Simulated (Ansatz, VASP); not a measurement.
**Be in VASP and in Ansatz**

```
CELL_PARAMETERS angstrom
-1.28568 1.28568 1.28568
1.28568 -1.28568 1.28568
1.28568 1.28568 -1.28568
ATOMIC_POSITIONS crystal
Be 0.00000 0.00000 0.00000
```

Change from the starting cell: volume scaled by 1.08.

Alike in both runs: task electric field gradients; functional PBE; dispersion D4; k mesh 15 × 15 × 15; no spin polarisation.

```csv
,VASP,Ansatz
version,VASP 6.6.1,Ansatz 0.2.0
potentials or method,"VASP PAW PBE potentials, release 64 (Be)",JTH PAW
plane-wave cutoff (eV),520,1080
occupations,"methfessel-paxton of order 1, width 0.01 eV","cold, width 0.01 eV"
valence electrons in the cell,2,4
```

Ansatz gave:

| Property | Result |
| --- | --- |
| gap on the k mesh at the Fermi level (eV) | none |
| pressure (GPa) | -11.1 |

Question: Which values does VASP return?

Answer: gap on the k mesh at the Fermi level (eV): none; pressure (GPa): -10.9.

A gap of «none» marks a metal or a gap that the smearing closes. VASP's potentials hold 2 valence electrons a cell and Ansatz's 4, so a difference there can come from the potentials and not from the codes.
